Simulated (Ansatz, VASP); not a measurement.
**One calculation of Cd3HgS4, two programs**

```
Cd Hg S
1.0
    -2.97100    2.97100    5.94265
     2.97100   -2.97100    5.94265
     2.97100    2.97100   -5.94265
Cd Hg S
3 1 4
Direct
  0.00000 0.00000 0.00000
  0.25000 0.75000 0.50000
  0.75000 0.25000 0.50000
  0.50000 0.50000 0.00000
  0.87800 0.87800 0.50411
  0.37389 0.37389 0.49589
  0.12200 0.62611 0.00000
  0.62611 0.12200 0.00000
```

Alike in both runs: functional PBE; k mesh 6 × 6 × 6; occupations gaussian, width 0.02 eV; no spin polarisation.

Ansatz relaxed the structure, and its values are those at the end. VASP's run is a single point on that final structure, the one shown.

|  | VASP | Ansatz |
| --- | --- | --- |
| version | VASP 6.6.1 | Ansatz 0.2.0 |
| potentials or method | VASP PAW PBE potentials, release 64 (Cd, Hg, S), cutoff 520 eV | scalar-relativistic, plane waves, PAW |
| valence electrons in the cell | 72 | 104 |

```tsv
	VASP	Ansatz	Ansatz less VASP
gap on the k mesh at the Fermi level (eV)	0.63	0.63	-0.001
least direct gap on the mesh (eV)	0.63	0.63	-0.001
pressure (GPa)	0.3	0.0	-0.30
```

VASP's potentials hold 72 valence electrons a cell and Ansatz's 104, so a difference there can come from the potentials and not from the codes.

Spin-orbit coupling is off throughout.
